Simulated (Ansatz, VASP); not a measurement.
# One calculation of Si, two programs

```
CELL_PARAMETERS angstrom
4.13591 0.00000 0.00000
0.00000 4.13591 0.00000
0.00000 0.00000 4.13591
ATOMIC_POSITIONS crystal
Si 0.87500 0.12500 0.62500
Si 0.37500 0.37500 0.37500
Si 0.12500 0.62500 0.87500
Si 0.62500 0.87500 0.12500
```

Alike in both runs: functional PBE; k mesh 4 × 4 × 4; occupations gaussian, width 0.1 eV; no spin polarisation.

Ansatz relaxed the structure, and its values are those at the end. VASP's run is a single point on that final structure, the one shown.

```csv
,VASP,Ansatz
version,VASP 6.6.1,Ansatz 0.2.0
potentials or method,"VASP PAW PBE potentials, release 64 (Si), cutoff 520 eV","scalar-relativistic, plane waves, PAW"
valence electrons in the cell,16,16
```

```tsv
	VASP	Ansatz	Ansatz less VASP
gap on the k mesh at the Fermi level (eV)	none	none	-
pressure (GPa)	-0.2	-0.1	+0.05
```

A gap of «none» marks a metal or a gap that the smearing closes. The functional is the same, so the differences come from potentials, cutoffs and numerics.

The k mesh is coarse, so the values compare programs but aren't converged.
